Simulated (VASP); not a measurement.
# NaI (R-3m) in VASP: further runs, part 2 of 3

VASP 6.6.1.

## (3) Single point, r2SCAN (epitaxial 111 strain +1.5%)

File POSCAR:

```
NaI
1.0
    4.0347362004     -0.0656002985     -0.0656002985
   -0.0656002985      4.0347362004     -0.0656002985
   -0.0656002985     -0.0656002985      4.0347362004
Na I
1 1
Direct
    0.0000000000      0.0000000000      0.0000000000
    0.5000000000      0.5000000000      0.5000000000
```

File INCAR.step1:

```
PREC     = Accurate       # precision mode
ENCUT    = 520            # plane-wave cutoff, eV
ISMEAR   = 0              # smearing method
SIGMA    = 0.01           # smearing width, eV
LREAL    = F              # projectors in reciprocal space
LASPH    = T              # aspherical terms in the spheres
NELM     = 80             # most SCF steps
NBANDS   = 14             # bands
GGA      = PE             # functional
ALGO     = Normal         # electronic algorithm
EDIFF    = 1E-4           # SCF threshold, eV
LWAVE    = T              # write WAVECAR
LCHARG   = F              # write CHGCAR
```

File INCAR.step2:

```
PREC     = Accurate       # precision mode
ENCUT    = 520            # plane-wave cutoff, eV
EDIFF    = 1E-7           # SCF threshold, eV
ISMEAR   = 0              # smearing method
SIGMA    = 0.01           # smearing width, eV
LREAL    = F              # projectors in reciprocal space
LASPH    = T              # aspherical terms in the spheres
NELM     = 80             # most SCF steps
ALGO     = Normal         # electronic algorithm
ISIF     = 2              # what is computed and relaxed
LWAVE    = F              # write WAVECAR
LCHARG   = F              # write CHGCAR
METAGGA  = R2SCAN         # meta-GGA
LMIXTAU  = T            
NBANDS   = 14             # bands
ISTART   = 1
```

File KPOINTS:

```
regular mesh
0
Gamma
  6 6 6
```

Potentials or basis: VASP PAW PBE potentials, release 64 (Na_pv, I).

On the command line:

```bash
$ cat potpaw_PBE.64/Na_pv/POTCAR potpaw_PBE.64/I/POTCAR > POTCAR
$ cp INCAR.step1 INCAR
$ mpirun -np 1 vasp_std > vasp.out
$ cp INCAR.step2 INCAR
$ mpirun -np 1 vasp_std > vasp.out
```

OUTCAR:

```text
PREC = Accurate
   ENCUT = 520
   EDIFF = 1E-7
   ISMEAR = 0
   LREAL = F
   LASPH = T
   NELM = 80
   ISIF = 2
   METAGGA = R2SCAN
   ISTART = 1

 ion  position               nearest neighbor table
   1  0.000  0.000  0.000-
   2  0.500  0.500  0.500-

  LATTYP: Found a trigonal (rhomboedric) cell.
 ALAT       =     4.0358026470
 COS(alpha) =    -0.0322363687

  Lattice vectors:

 A1 = (   4.0347362004,  -0.0656002985,  -0.0656002985)
 A2 = (  -0.0656002985,   4.0347362004,  -0.0656002985)
 A3 = (  -0.0656002985,  -0.0656002985,   4.0347362004)

Analysis of symmetry for initial positions (statically):
=====================================================================
 Subroutine PRICEL returns:
 Original cell was already a primitive cell.

 Routine SETGRP: Setting up the symmetry group for a
 trigonal (rhombohedral) supercell.

 Subroutine GETGRP returns: Found 12 space group operations
 (whereof 12 operations were pure point group operations)
 out of a pool of 12 trial point group operations.

The static configuration has the point symmetry D_3d.

Analysis of symmetry for dynamics (positions and initial velocities):
=====================================================================
 Subroutine PRICEL returns:
 Original cell was already a primitive cell.

 Routine SETGRP: Setting up the symmetry group for a
 trigonal (rhombohedral) supercell.

 Subroutine GETGRP returns: Found 12 space group operations
 (whereof 12 operations were pure point group operations)
 out of a pool of 12 trial point group operations.

The dynamic configuration has the point symmetry D_3d.

 Subroutine INISYM returns: Found 12 space group operations
 (whereof 12 operations are pure point group operations),
 and found     1 'primitive' translations

----------------------------------------------------------------------------------------

                                     Primitive cell

[... 113 lines left out ...]
  Thomas-Fermi vector in A             =   2.108935
   LORBIT       =      0    0 simple, 1 ext, 2 COOP (PROOUT), +10 PAW based schemes
   METAGGA = R2SCAN    functional components
   LHFCALC =     F    Hartree Fock is set to
   AEXX    =    0.0000 exact exchange contribution
   IVDW    =     0    specifies the selected vdW correction
   LEPSILON=     F    determine dielectric tensor
   LRPA    =     F    only Hartree local field effects (RPA)
 non-spin polarized calculation
 Gauss-broadening in eV      SIGMA  =   0.01
  energy-cutoff  :      520.00
  volume of cell :       65.63
 maximum number of plane-waves:      1783
   NGX = 15   NGY = 15   NGZ = 15

 number of electron      13.9999980 magnetization

 Free energy of the ion-electron system (eV)
  ---------------------------------------------------
  ext. energy  EPLUGINS =         0.00000000
  ---------------------------------------------------
  free energy    TOTEN  =       -30.73218148 eV

  energy without entropy =      -30.73218148  energy(sigma->0) =      -30.73218148

 E-fermi :   1.7453     XC(G=0):  -8.2378

 val. band max:        1.6982461744   @ k =   0.5000   0.5000  -0.0000
 cond. band min:       4.7971347423   @ k =   0.0000   0.0000   0.0000
 fundamental gap:      3.0988885679
 Fermi energy:         1.7453462113

 k-point     1 :       0.0000    0.0000    0.0000
  band No.  band energies     occupation
      1     -22.8484      2.00000
      2     -22.8484      2.00000
      3     -22.8422      2.00000
      4     -10.4909      2.00000
      5       0.9183      2.00000
      6       1.0896      2.00000
      7       1.0896      2.00000
      8       4.7971      0.00000
      9       7.8212      0.00000
     10       7.8212      0.00000
     11      13.7174      0.00000
     12      13.7174      0.00000
     13      13.9503      0.00000
     14      14.2125      0.00000
[... 377 lines left out ...]
      1     -22.8543      2.00000
      2     -22.8513      2.00000
      3     -22.8447      2.00000
      4      -9.8415      2.00000
      5      -1.0345      2.00000
      6      -0.3775      2.00000
      7       0.9344      2.00000
      8       5.9676      0.00000
      9       8.3569      0.00000
     10       8.7801      0.00000
     11      10.5639      0.00000
     12      12.6341      0.00000
     13      12.9689      0.00000
     14      13.4890      0.00000

 [... further k-points ...]
[... 5 lines left out ...]
  --------------------------------------------------------------------------------------
  -------------------------------------------------------------------------------------
  Total        0.0066805      0.0066805      0.0066805     -0.0349094     -0.0349094     -0.0349094
  in kB        0.1630892      0.1630892      0.1630892     -0.8522275     -0.8522275     -0.8522275
  external PRESSURE =       0.1630892 kB  Pullay stress =       0.0000000 kB

 VOLUME and BASIS-vectors are now :
 -----------------------------------------------------------------------------
  energy-cutoff  :      520.00
  volume of cell :       65.63
      direct lattice vectors                 reciprocal lattice vectors
     4.034736200 -0.065600299 -0.065600299     0.247980953  0.004098531  0.004098531
    -0.065600299  4.034736200 -0.065600299     0.004098531  0.247980953  0.004098531
    -0.065600299 -0.065600299  4.034736200     0.004098531  0.004098531  0.247980953

 POSITION                                       TOTAL-FORCE (eV/Angst)
 -----------------------------------------------------------------------------------
      0.00000      0.00000      0.00000        -0.000000     -0.000000      0.000000
      1.95177      1.95177      1.95177         0.000000      0.000000      0.000000
 -----------------------------------------------------------------------------------
    total drift:                               -0.000000     -0.000000     -0.000000

  FREE ENERGIE OF THE ION-ELECTRON SYSTEM (eV)
  ---------------------------------------------------
  free  energy   TOTEN  =       -30.7321814761 eV

  energy  without entropy=      -30.7321814761  energy(sigma->0) =      -30.73218148
```

OUTCAR.step1:

```text
PREC = Accurate
   ENCUT = 520
   ISMEAR = 0
   LREAL = F
   LASPH = T
[... 629 lines left out ...]
 -----------------------------------------------------------------------------------
      0.00000      0.00000      0.00000         0.000000     -0.000000      0.000000
      1.95177      1.95177      1.95177        -0.000000      0.000000      0.000000
 -----------------------------------------------------------------------------------
    total drift:                               -0.000000     -0.000000     -0.000000

  FREE ENERGIE OF THE ION-ELECTRON SYSTEM (eV)
  ---------------------------------------------------
  free  energy   TOTEN  =        -5.0735236051 eV

  energy  without entropy=       -5.0735236051  energy(sigma->0) =       -5.07352361
```

OSZICAR.step1:

```text
N       E                     dE             d eps       ncg     rms          rms(c)
DAV:   1     0.821974524464E+02    0.82197E+02   -0.65958E+03   904   0.904E+02
DAV:   2     0.126183699339E+01   -0.80936E+02   -0.74235E+02   956   0.220E+02
DAV:   3    -0.505399791263E+01   -0.63158E+01   -0.62745E+01  1154   0.601E+01
DAV:   4    -0.519694710954E+01   -0.14295E+00   -0.14292E+00  1116   0.936E+00
DAV:   5    -0.520066746305E+01   -0.37204E-02   -0.37203E-02  1186   0.151E+00    0.197E+00
DAV:   6    -0.509954738654E+01    0.10112E+00   -0.90102E-02  1074   0.180E+00    0.130E+00
DAV:   7    -0.507307480897E+01    0.26473E-01   -0.89611E-02  1110   0.158E+00    0.632E-01
DAV:   8    -0.507357855030E+01   -0.50374E-03   -0.60406E-03   980   0.630E-01    0.964E-02
DAV:   9    -0.507352360508E+01    0.54945E-04   -0.17211E-04  1166   0.132E-01
   1 F= -.50735236E+01 E0= -.50735236E+01  d E =-.108773E-27
```

Wall time 2.9 min (1 thread of Oxide Virtual Turin-like, shared host); peak memory 0.15 GiB.

Results:

```
Free energy            : -30.7322 eV
Pressure               : 0.0 GPa
Band gap on the k mesh : 3.10 eV (least direct gap 3.38 eV)
```

Stress tensor (GPa, compression positive):
```
 0.02 -0.09 -0.09
-0.09  0.02 -0.09
-0.09 -0.09  0.02
```

Caveat: the cell differs from its parent crystal (epitaxial 111 strain +1.5%); the structure was generated, so it needn't be the stable form of NaI; the PAW data sets were made with another functional, which shifts forces and pressure a little; spin-orbit coupling is left out, which moves the levels of the heavy elements.

[end of part 2 of 3]
